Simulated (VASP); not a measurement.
Wanted: the native input for a VASP 6.6.1 run.

```yaml
Task: single point
Functional: r2SCAN
Potentials_or_basis: VASP PAW PBE potentials, release 64 (Ge_d)
Cutoff: 520 eV
k_mesh: 12 × 12 × 12
Occupations: gaussian, width 0.05 eV
Spin: no spin polarisation
Dipole_correction: no
Further_INCAR_settings: ALGO = Normal; EDIFF = 1e-07; NBANDS = 21
```

Crystal: Ge.

```
Ge
1.0
     0.00000    2.47116    3.70674
     2.47116    0.00000    3.70674
     2.47116    2.47116    0.00000
Ge
2
Direct
  0.50000 0.50000 0.50000
  0.75000 0.75000 0.75000
```

This cell differs from its parent crystal: ratio of the length along z to the lengths across it x 1.5, volume and fractional coordinates fixed.

These files were run (other wordings do the same):

POSCAR

```
Ge
1.0
    0.0000000000      2.4711582112      3.7067373168
    2.4711582112      0.0000000000      3.7067373168
    2.4711582112      2.4711582112      0.0000000000
Ge
2
Direct
    0.5000000000      0.5000000000      0.5000000000
    0.7500000000      0.7500000000      0.7500000000
```

INCAR.step1

```
PREC     = Accurate       # precision mode
ENCUT    = 520            # plane-wave cutoff, eV
ISMEAR   = 0              # smearing method
SIGMA    = 0.05           # smearing width, eV
LREAL    = F              # projectors in reciprocal space
LASPH    = T              # aspherical terms in the spheres
NELM     = 60             # most SCF steps
NBANDS   = 21             # bands
GGA      = PE             # functional
ALGO     = Normal         # electronic algorithm
EDIFF    = 1E-4           # SCF threshold, eV
LWAVE    = T              # write WAVECAR
LCHARG   = F              # write CHGCAR
```

INCAR.step2

```
PREC     = Accurate       # precision mode
ENCUT    = 520            # plane-wave cutoff, eV
EDIFF    = 1E-7           # SCF threshold, eV
ISMEAR   = 0              # smearing method
SIGMA    = 0.05           # smearing width, eV
LREAL    = F              # projectors in reciprocal space
LASPH    = T              # aspherical terms in the spheres
NELM     = 60             # most SCF steps
ALGO     = Normal         # electronic algorithm
ISIF     = 2              # what is computed and relaxed
LWAVE    = F              # write WAVECAR
LCHARG   = F              # write CHGCAR
METAGGA  = R2SCAN         # meta-GGA
LMIXTAU  = T            
NBANDS   = 21             # bands
ISTART   = 1
```

KPOINTS

```
Automatic mesh
0
Gamma
  12 12 12
```

Potentials or basis: VASP PAW PBE potentials, release 64 (Ge_d).

Command:

```bash
$ cat potpaw_PBE.64/Ge_d/POTCAR > POTCAR
$ cp INCAR.step1 INCAR
$ mpirun -np 1 vasp_std > vasp.out
$ cp INCAR.step2 INCAR
$ mpirun -np 1 vasp_std > vasp.out
```

Results of the run:

```yaml
Pressure: 1.1 GPa
Band_gap_on_the_k_mesh: zero (band 14 reaches 6.56 eV, above the bottom of band 15 at 4.59 eV)
```

Caveat: the PAW data sets were made with another functional, which shifts forces and pressure a little.

Run time: 4.6 min on 1 thread of Intel(R) Xeon(R) 6975P-C (Granite Rapids), with other jobs on the host, peak memory 0.27 GiB.
